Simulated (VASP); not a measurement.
Here is a VASP 6.6.1 calculation.

The input POSCAR:

```
TiO2
1.0
    0.0000000000      2.3968272558      2.3968272558
    2.3968272558      0.0000000000      2.3968272558
    2.3968272558      2.3968272558      0.0000000000
Ti O
1 2
Direct
    0.0000000000      0.0000000000      0.0000000000
    0.2500000000      0.2500000000      0.2500000000
    0.7500000000      0.7500000000      0.7500000000
```

File INCAR.step1:

```
SYSTEM = TiO2
PREC = Accurate
ENCUT = 500
EDIFF = 1E-8
ISMEAR = 0
SIGMA = 0.01
LREAL = .False.
LASPH = .True.
NELM = 60
ALGO = Normal
LWAVE = .True.
LCHARG = .False.
GGA = PE
```

The input INCAR.step2:

```
SYSTEM = TiO2
PREC = Accurate
ENCUT = 500
EDIFF = 1E-8
ISMEAR = 0
SIGMA = 0.01
LREAL = .False.
LASPH = .True.
NELM = 1
ALGO = Exact
LWAVE = .True.
LCHARG = .False.
GGA = PE
NBANDS = 115
LOPTICS = .True.
ISTART = 1
```

Contents of INCAR.step3:

```
SYSTEM = TiO2
PREC = Accurate
ENCUT = 500
EDIFF = 1E-8
ISMEAR = 0
SIGMA = 0.01
LREAL = .False.
LASPH = .True.
ALGO = EVGW0
LWAVE = .False.
LCHARG = .False.
GGA = PE
NELMGW = 1
NBANDS = 115
ENCUTGW = 140.0
NOMEGA = 96
PRECFOCK = Fast
ISTART = 1
NBANDSGW = 20
OMEGAMAX = 20
```

KPOINTS

```
regular mesh
0
Gamma
  4 4 4
  0 0 0
```

Potentials or basis: VASP PAW PBE potentials, release 64 (Ti_sv_GW, O_GW).

Command:

```bash
$ cat potpaw_PBE.64/Ti_sv_GW/POTCAR potpaw_PBE.64/O_GW/POTCAR > POTCAR
$ cp INCAR.step1 INCAR
$ mpirun -np 1 vasp_std > vasp.out
$ cp INCAR.step2 INCAR
$ mpirun -np 1 vasp_std > vasp.out
$ cp INCAR.step3 INCAR
$ mpirun -np 1 vasp_std > vasp.out
```

Question: What does it give for the quasiparticle gap?

Answer: 2.24 eV.

Question: What does it give for the least direct quasiparticle gap?

Answer: 2.94 eV.

Question: Predict the band gap of the starting levels on the mesh.

Answer: 1.14 eV.

Question: Predict the least direct gap of the starting levels on the mesh.

Answer: 1.85 eV.

Caveat: the k points lie up to 0.57 Å⁻¹ apart; bands, screening cutoff and mesh are small and nothing is extrapolated, so the quasiparticle values aren't converged; the structure was generated, so it needn't be the stable form of TiO2.
